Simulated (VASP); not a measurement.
# GaN (P6_3mc) in VASP: relaxation of cell and atoms with r2SCAN

Aim: the relaxation of cell and atoms of GaN with r2SCAN.

All numbers are computed with VASP 6.6.1; they aren't measurements. Logs are shortened: lines on timing, memory, paths and dates and some standing lists are left out, and cuts for length are marked.

## 1. The cell of the first run

Symmetry: P6_3mc, No. 186, hexagonal system. The conventional cell has a = 3.180 Å, b = 3.180 Å, c = 5.166 Å, α = 90.00°, β = 90.00°, γ = 120.00°. Within 2.6 Å of Ga (site symmetry 3m) lie 4 N at 1.94 to 1.95 Å. N (site symmetry 3m) has 4 Ga at 1.94 to 1.95 Å within 2.6 Å.

## 2. Relaxation of cell and atoms, r2SCAN

The input, POSCAR:

```
GaN
1.0
    3.1800000000      0.0000000000      0.0000000000
   -1.5900000000      2.7539607840      0.0000000000
    0.0000000000      0.0000000000      5.1660000000
Ga N
2 2
Direct
    0.3333333333      0.6666666667      0.0000000000
    0.6666666667      0.3333333333      0.5000000000
    0.3333333333      0.6666666667      0.3750000000
    0.6666666667      0.3333333333      0.8750000000
```

The input, INCAR.step1:

```
SYSTEM = GaN
ALGO     = Normal         ! electronic algorithm
EDIFF    = 1E-4           ! SCF threshold, eV
ENCUT    = 600            ! plane-wave cutoff, eV
GGA      = PE             ! functional
ISMEAR   = 0              ! smearing method
LASPH    = .TRUE.         ! aspherical terms in the spheres
LCHARG   = .FALSE.        ! write CHGCAR
LREAL    = .FALSE.        ! projectors in reciprocal space
LWAVE    = .TRUE.         ! write WAVECAR
NELM     = 100            ! most SCF steps
PREC     = Accurate       ! precision mode
SIGMA    = 0.02           ! smearing width, eV
```

The input, INCAR.step2:

```
SYSTEM = GaN
ALGO     = Normal         ! electronic algorithm
EDIFF    = 1E-6           ! SCF threshold, eV
EDIFFG   = -0.005         ! ionic threshold
ENCUT    = 600            ! plane-wave cutoff, eV
IBRION   = 2              ! ionic algorithm
ISIF     = 3              ! what is computed and relaxed
ISMEAR   = 0              ! smearing method
ISTART   = 1            
LASPH    = .TRUE.         ! aspherical terms in the spheres
LCHARG   = .FALSE.        ! write CHGCAR
LMIXTAU  = .TRUE.       
LREAL    = .FALSE.        ! projectors in reciprocal space
LWAVE    = .FALSE.        ! write WAVECAR
METAGGA  = R2SCAN         ! meta-GGA
NELM     = 100            ! most SCF steps
NSW      = 100            ! ionic steps
PREC     = Accurate       ! precision mode
SIGMA    = 0.02           ! smearing width, eV
```

The input, KPOINTS:

```
k-points
0
G
  12 12 6
  0 0 0
```

Potentials or basis: VASP PAW PBE potentials, release 64 (Ga_d, N).

On the command line:

```sh
cat potpaw_PBE.64/Ga_d/POTCAR potpaw_PBE.64/N/POTCAR > POTCAR
cp INCAR.step1 INCAR
mpirun -np 1 vasp_std > vasp.out
cp INCAR.step2 INCAR
mpirun -np 1 vasp_std > vasp.out
```

OUTCAR:

```text
SYSTEM = GaN
   EDIFF = 1E-6
   EDIFFG = -0.005
   ENCUT = 600
   IBRION = 2
   ISIF = 3
   ISMEAR = 0
   ISTART = 1
   LASPH = .TRUE.
   LREAL = .FALSE.
   METAGGA = R2SCAN
   NELM = 100
   NSW = 100
   PREC = Accurate

 ion  position               nearest neighbor table
   1  0.333  0.667  0.000-   3 1.94   4 1.95   4 1.95   4 1.95
   2  0.667  0.333  0.500-   4 1.94   3 1.95   3 1.95   3 1.95
   3  0.333  0.667  0.375-   1 1.94   2 1.95   2 1.95   2 1.95
   4  0.667  0.333  0.875-   2 1.94   1 1.95   1 1.95   1 1.95

  LATTYP: Found a hexagonal cell.
 ALAT       =     3.1800000000
 C/A-ratio  =     1.6245283019

  Lattice vectors:

 A1 = (   3.1800000000,   0.0000000000,   0.0000000000)
 A2 = (  -1.5900000000,   2.7539607840,   0.0000000000)
 A3 = (   0.0000000000,   0.0000000000,   5.1660000000)

Analysis of symmetry for initial positions (statically):
=====================================================================
 Subroutine PRICEL returns:
 Original cell was already a primitive cell.

 Routine SETGRP: Setting up the symmetry group for a
 hexagonal supercell.

 Subroutine GETGRP returns: Found 12 space group operations
 (whereof  6 operations were pure point group operations)
 out of a pool of 24 trial point group operations.

The static configuration has the point symmetry C_3v.
 The point group associated with its full space group is C_6v.

Analysis of symmetry for dynamics (positions and initial velocities):
=====================================================================
 Subroutine PRICEL returns:
 Original cell was already a primitive cell.

 Routine SETGRP: Setting up the symmetry group for a
 hexagonal supercell.

 Subroutine GETGRP returns: Found 12 space group operations
 (whereof  6 operations were pure point group operations)
 out of a pool of 24 trial point group operations.

The dynamic configuration has the point symmetry C_3v.
 The point group associated with its full space group is C_6v.

 Subroutine INISYM returns: Found 12 space group operations
 (whereof  6 operations are pure point group operations),
 and found     1 'primitive' translations

----------------------------------------------------------------------------------------

                                     Primitive cell

  volume of cell :      45.2417

  direct lattice vectors                    reciprocal lattice vectors
     3.180000000  0.000000000  0.000000000     0.314465409  0.181556688  0.000000000
    -1.590000000  2.753960784  0.000000000     0.000000000  0.363113377  0.000000000
     0.000000000  0.000000000  5.166000000     0.000000000  0.000000000  0.193573364

  length of vectors
     3.180000000  3.180000000  5.166000000     0.363113377  0.363113377  0.193573364

  position of ions in fractional coordinates (direct lattice)
     0.333333333  0.666666667  0.000000000
     0.666666667  0.333333333  0.500000000
     0.333333333  0.666666667  0.375000000
     0.666666667  0.333333333  0.875000000

  ion indices of the primitive-cell ions
   primitive index   ion index
                 1           1
                 2           2
                 3           3
                 4           4

----------------------------------------------------------------------------------------

 KPOINTS: k-points

Automatic generation of k-mesh.
 Grid dimensions read from file:
 generate k-points for:   12   12    6

 Generating k-lattice:

  Cartesian coordinates                     Fractional coordinates (reciprocal lattice)
     0.026205451  0.015129724  0.000000000     0.083333333  0.000000000  0.000000000
     0.000000000  0.030259448  0.000000000     0.000000000  0.083333333  0.000000000
     0.000000000  0.000000000  0.032262227     0.000000000  0.000000000  0.166666667

  Length of vectors
     0.030259448  0.030259448  0.032262227

  Shift w.r.t. Gamma in fractional coordinates (k-lattice)
     0.000000000  0.000000000  0.000000000

 Subroutine IBZKPT returns following result:
 ===========================================

 Found     76 irreducible k-points:

 Following reciprocal coordinates:
            Coordinates               Weight
  0.000000  0.000000  0.000000      1.000000
  0.083333  0.000000  0.000000      6.000000
  0.166667  0.000000  0.000000      6.000000
  0.250000  0.000000  0.000000      6.000000
  0.333333  0.000000  0.000000      6.000000
  0.416667  0.000000  0.000000      6.000000
[... 16 lines left out ...]
  0.250000  0.000000  0.166667     12.000000
  0.333333  0.000000  0.166667     12.000000
 [... further k-points ...]
   k-points           NKPTS =     76   k-points in BZ     NKDIM =     76   number of bands    NBANDS=     22
   number of dos      NEDOS =    301   number of ions     NIONS =      4
   total plane-waves  NPLWV =  32928
   dimension x,y,z NGX =    28 NGY =   28 NGZ =   42
   dimension x,y,z NGXF=    56 NGYF=   56 NGZF=   84
   ions per type =               2   2
   NGX,Y,Z   is equivalent  to a cutoff of  14.64, 14.64, 13.52 a.u.
   NGXF,Y,Z  is equivalent  to a cutoff of  29.28, 29.28, 27.03 a.u.
 SYSTEM =  GaN
   PREC   = accura    normal or accurate (medium, high low for compatibility)
   ISTART =      1    job   : 0-new  1-cont  2-samecut
   ICHARG =      0    charge: 1-file 2-atom 10-const
   ISPIN  =      1    spin polarized calculation?
   LNONCOLLINEAR =      F non collinear calculations
   LSORBIT =      F    spin-orbit coupling
   LASPH  =      T    aspherical Exc in radial PAW
   ENCUT  =  600.0 eV  44.10 Ry    6.64 a.u.   6.35  6.35 10.32*2*pi/ulx,y,z
   NELM   =    100;   NELMIN=  2; NELMDL=  0     # of ELM steps
   EDIFF  = 0.1E-05   stopping-criterion for ELM
   LREAL  =      F    real-space projection
   EDIFFG = -.5E-02   stopping-criterion for IOM
   NSW    =    100    number of steps for IOM
   IBRION =      2    ionic relax: 0-MD 1-quasi-New 2-CG
   NFREE  =      1    steps in history (QN), initial steepest desc. (CG)
   ISIF   =      3    stress and relaxation
   ISYM   =      2    0-nonsym 1-usesym 2-fastsym
   POTIM  = 0.5000    time-step for ionic-motion
   TEBEG  =    0.0;   TEEND  =   0.0 temperature during run
   PSTRESS=    0.0 pullay stress
   NELECT =      36.0000    total number of electrons
   NUPDOWN=      -1.0000    fix difference up-down
   EMIN   =  10.00;   EMAX   =-10.00  energy-range for DOS
   EFERMI =   0.00;   METHOD = LEGACY
   ISMEAR =     0;   SIGMA  =   0.02  broadening in eV -4-tet -1-fermi 0-gaus
   EFERMI_NEDOS =   21; number of points for ismear=-14 and -15
   IALGO  =     38    algorithm
   IMIX   =      4    mixing-type and parameters
     AMIX     =   0.40;   BMIX     =  1.00
     AMIX_MAG =   1.60;   BMIX_MAG =  1.00
  volume/ion in A,a.u.               =      11.31        76.33
  Fermi-wavevector in a.u.,A,eV,Ry     =   1.517036  2.866782 31.312427  2.301398
  Thomas-Fermi vector in A             =   2.626345
   LORBIT       =      0    0 simple, 1 ext, 2 COOP (PROOUT), +10 PAW based schemes
   METAGGA = R2SCAN    functional components
   LHFCALC =     F    Hartree Fock is set to
   AEXX    =    0.0000 exact exchange contribution
   IVDW    =     0    specifies the selected vdW correction
   LEPSILON=     F    determine dielectric tensor
   LRPA    =     F    only Hartree local field effects (RPA)
 conjugate gradient relaxation of ions
 non-spin polarized calculation
 Gauss-broadening in eV      SIGMA  =   0.02
  energy-cutoff  :      600.00
  volume of cell :       45.24
 maximum number of plane-waves:      1530
 NGX is ok and might be reduce to    28
   NGX = 13   NGY = 13   NGZ = 21

--------------------------------------- Ionic step        1  -------------------------------------------

 number of electron      35.9999995 magnetization

 Free energy of the ion-electron system (eV)
  ---------------------------------------------------
  ext. energy  EPLUGINS =         0.00000000
  ---------------------------------------------------
  free energy    TOTEN  =       -43.81805207 eV

  energy without entropy =      -43.81805207  energy(sigma->0) =      -43.81805207

------------------------ aborting loop because EDIFF is reached ----------------------------------------

  FORCE on cell =-STRESS in cart. coord.  units (eV):
  Direction    XX          YY          ZZ          XY          YZ          ZX
  --------------------------------------------------------------------------------------
  -------------------------------------------------------------------------------------
  Total        0.4177822      0.4177822      1.0316307      0.0000000      0.0000000      0.0000000
  in kB       14.7952133     14.7952133     36.5338620      0.0000000      0.0000000      0.0000000
  external PRESSURE =      22.0414295 kB  Pullay stress =       0.0000000 kB
[... 251 lines left out ...]
  energy  without entropy=      -43.8231764473  energy(sigma->0) =      -43.82317645

--------------------------------------- Ionic step        8  -------------------------------------------

 number of electron      35.9999997 magnetization

 Free energy of the ion-electron system (eV)
  ---------------------------------------------------
  ext. energy  EPLUGINS =         0.00000000
  ---------------------------------------------------
  free energy    TOTEN  =       -43.82319155 eV

  energy without entropy =      -43.82319155  energy(sigma->0) =      -43.82319155

 E-fermi :   5.1735     XC(G=0): -12.6297

 val. band max:        5.0396407273   @ k =   0.0000   0.0000   0.0000
 cond. band min:       7.3425729467   @ k =   0.0000   0.0000   0.0000
 fundamental gap:      2.3029322194
 Fermi energy:         5.1735262673

 k-point     1 :       0.0000    0.0000    0.0000
  band No.  band energies     occupation
      1     -11.7240      2.00000
      2     -10.7358      2.00000
      3      -8.7862      2.00000
      4      -8.7713      2.00000
      5      -8.7712      2.00000
      6      -8.7041      2.00000
[... 574 lines left out ...]
      6      -8.5572      2.00000
[... 14 lines left out ...]
     21      12.6155      0.00000
     22      13.9557      0.00000

 [... further k-points ...]

------------------------ aborting loop because EDIFF is reached ----------------------------------------

  FORCE on cell =-STRESS in cart. coord.  units (eV):
  Direction    XX          YY          ZZ          XY          YZ          ZX
  --------------------------------------------------------------------------------------
  -------------------------------------------------------------------------------------
  Total        0.0065579      0.0065579     -0.0127467      0.0000000      0.0000000      0.0000000
  in kB        0.2296798      0.2296798     -0.4464358      0.0000000      0.0000000      0.0000000
  external PRESSURE =       0.0043080 kB  Pullay stress =       0.0000000 kB
[... 19 lines left out ...]
  FREE ENERGIE OF THE ION-ELECTRON SYSTEM (eV)
  ---------------------------------------------------
  free  energy   TOTEN  =       -43.8231915520 eV

  energy  without entropy=      -43.8231915520  energy(sigma->0) =      -43.82319155

 reached required accuracy - stopping structural energy minimisation
```

Run time: 15 min. Hardware: 1 thread of Intel Xeon 6975P-C (Granite Rapids), shared host; peak memory 0.25 GiB.

What came out:

| Item | Value |
| --- | --- |
| Free energy | -43.8232 eV |
| Relaxed volume | 11.44 Å³/atom |
| Relaxed cell | a = 3.189 Å, b = 3.189 Å, c = 5.195 Å, α = 90.00°, β = 90.00°, γ = 120.00° |
| Space group after relaxing (to 0.1 Å) | P6_3mc (No. 186) |
| Energy gained by relaxing | 1.3 meV/atom |
| Ionic steps | 8 |
| Pressure after relaxing | 0.0 GPa |
| Band gap on the k mesh | 2.30 eV |

The path:
| step | energy change (eV) | largest force (eV/Å) | pressure (GPa) | volume (Å³) |
| --- | --- | --- | --- | --- |
| 1 | 0.0000 | 0.1447 | 2.20 | 45.24 |
| 2 | 0.0000 | 0.0948 | -2.16 | 46.27 |
| 3 | -0.0051 | 0.0186 | -0.02 | 45.74 |
| 4 | -0.0051 | 0.0155 | -0.08 | 45.75 |
| 5 | -0.0051 | 0.0004 | 0.03 | 45.74 |
| 6 | -0.0051 | 0.0041 | 0.08 | 45.74 |
| 7 | -0.0051 | 0.0007 | -0.08 | 45.76 |
| 8 | -0.0051 | 0.0019 | 0.00 | 45.75 |

Final structure:
```cif
data_structure
_symmetry_space_group_name_H-M 'P 1'
_symmetry_Int_Tables_number 1
_cell_length_a 3.1887
_cell_length_b 3.1887
_cell_length_c 5.1949
_cell_angle_alpha 90.000
_cell_angle_beta 90.000
_cell_angle_gamma 120.000
_cell_volume 45.75
loop_
_atom_site_label
_atom_site_type_symbol
_atom_site_fract_x
_atom_site_fract_y
_atom_site_fract_z
_atom_site_occupancy
Ga1 Ga 0.33333 0.66667 0.99911 1
Ga2 Ga 0.66667 0.33333 0.49911 1
N1 N 0.33333 0.66667 0.37589 1
N2 N 0.66667 0.33333 0.87589 1
```

Levels at points of the mesh, in eV from the valence-band top:
| k point | band 16 | band 17 | band 18 | band 19 | band 20 | band 21 |
| --- | --- | --- | --- | --- | --- | --- |
| (0.00, 0.00, 0.00) | -0.04 | 0.00 | 0.00 | 2.30 | 4.78 | 9.92 |
| (0.50, 0.00, 0.00) | -2.81 | -2.22 | -1.03 | 5.57 | 6.09 | 6.53 |
| (0.00, 0.00, 0.50) | -0.54 | -0.54 | -0.54 | 4.73 | 4.73 | 9.14 |
| (0.50, 0.00, 0.50) | -1.99 | -1.94 | -1.94 | 4.87 | 4.87 | 8.38 |

Caveat: the PAW data sets were made with another functional, which shifts forces and pressure a little. r2SCAN opens gaps a little over a GGA but as a rule still falls short of measured ones.
